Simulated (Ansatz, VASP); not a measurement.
Two plane-wave programs on ZnS

```
CELL_PARAMETERS angstrom
3.84829 0.00000 0.00000
-1.92414 3.33271 0.00000
0.00000 0.00000 31.44903
ATOMIC_POSITIONS crystal
Zn 0.00000 0.00000 0.59991
Zn 0.66667 0.33333 0.20011
Zn 0.66667 0.33333 0.79993
Zn 0.33333 0.66667 0.69985
Zn 0.00000 0.00000 0.30006
Zn 0.00000 0.00000 0.00009
Zn 0.33333 0.66667 0.90002
Zn 0.66667 0.33333 0.49996
Zn 0.33333 0.66667 0.10018
Zn 0.33333 0.66667 0.40001
S 0.00000 0.00000 0.07517
S 0.00000 0.00000 0.67486
S 0.33333 0.66667 0.97496
S 0.33333 0.66667 0.47496
S 0.66667 0.33333 0.57491
S 0.33333 0.66667 0.77481
S 0.66667 0.33333 0.27507
S 0.33333 0.66667 0.17512
S 0.00000 0.00000 0.37501
S 0.66667 0.33333 0.87502
```

Alike in both runs: functional PBE; k mesh 12 × 12 × 1; occupations gaussian, width 0.02 eV; no spin polarisation.

Ansatz relaxed the structure, and its values are those at the end. VASP's run is a single point on that final structure, the one shown.

|  | VASP | Ansatz |
| --- | --- | --- |
| version | VASP 6.6.1 | Ansatz 0.2.0 |
| potentials or method | VASP PAW PBE potentials, release 64 (Zn, S), cutoff 520 eV | scalar-relativistic, plane waves, PAW |
| valence electrons in the cell | 180 | 180 |

VASP gave:

```
gap on the k mesh at the Fermi level (eV) : 2.03
least direct gap on the mesh (eV)         : 2.03
pressure (GPa)                            : 0.4
```

Estimate Ansatz's values.

gap on the k mesh at the Fermi level (eV): 2.03; least direct gap on the mesh (eV): 2.03; pressure (GPa): 0.0.

The functional is the same, so the differences come from potentials, cutoffs and numerics.
